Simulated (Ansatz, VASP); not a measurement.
## Two plane-wave programs on InAs

The input POSCAR:

```
InAs
1.0
    4.7312200000      0.0000000000      0.0000000000
   -2.3656100000      4.0973600000      0.0000000000
    0.0000000000      0.0000000000      2.9108900000
In As
1 1
Direct
    0.0000000000      0.0000000000      0.0000000000
    0.6666700000      0.3333300000      0.0000000000
```

INCAR.step1

```
PREC = Accurate
ENCUT = 520
EDIFF = 1E-5
ISMEAR = -1
SIGMA = 0.05
LREAL = False
LASPH = True
NELM = 80
ALGO = Normal
ISIF = 2
LWAVE = True
NBANDS = 16
GGA = PE
```

File INCAR.step2:

```
PREC = Accurate
ENCUT = 520
EDIFF = 1E-6
ISMEAR = -1
SIGMA = 0.05
LREAL = False
LASPH = True
NELM = 80
ALGO = Normal
ISIF = 2
LWAVE = False
LCHARG = True
METAGGA = R2SCAN
LHFCALC = True
AEXX = 0.5
LMIXTAU = True
PRECFOCK = Normal
LELF = True
LVHAR = True
NBANDS = 16
ISTART = 1
```

Contents of KPOINTS:

```
Automatic mesh
0
Gamma
  4 4 5
```

The input input:

```
crystal:
  lattice:
    - [4.73122, 0.0, 0.0]
    - [-2.36561, 4.09736, 0.0]
    - [0.0, 0.0, 2.91089]
  atoms:
    - { symbol: In, position: [0.0, 0.0, 0.0] }
    - { symbol: As, position: [0.66667, 0.33333, 0.0] }
hamiltonian:
  xc: r2scan50
  pseudopotentials: { kind: paw }
kpoints:
  mp_grid: { grid: [4, 4, 5] }
scf:
  occupations: { method: fermi_dirac, width: 0.05 }
output:
  forces: true
  stress: true
  eigenvalues: true
```

Alike in both runs: task single point; functional r2SCAN50; k mesh 4 × 4 × 5; occupations fermi-dirac, width 0.05 eV; no spin polarisation.

|  | VASP | Ansatz |
| --- | --- | --- |
| version | VASP 6.6.1 | Ansatz 0.2.0 |
| potentials or method | VASP PAW PBE potentials, release 64 (In_d, As) | Ansatz PAW |
| plane-wave cutoff (eV) | 520 | 500 |
| valence electrons in the cell | 18 | 28 |

VASP gave:

- gap on the k mesh at the Fermi level (eV): none
- pressure (GPa): -2.0
- traceless stress, the component that is largest in VASP (GPa): -3.36
- rms of the force components (eV/Å): 0.029

Which values does Ansatz return?

gap on the k mesh at the Fermi level (eV): none; pressure (GPa): -1.5; traceless stress, the component that is largest in VASP (GPa): -3.54; rms of the force components (eV/Å): 0.000.

VASP's potentials were made for PBE, not for r2SCAN50. Atom by atom the forces differ by 0.029 eV/Å (rms over components). A gap of «none» marks a metal or a gap that the smearing closes. With one functional, cell and mesh, what is left measures potentials, basis and numerics. VASP's potentials hold 18 valence electrons a cell and Ansatz's 28, so a difference there can come from the potentials and not from the codes.

The k mesh is coarse, so the values compare programs but aren't converged.
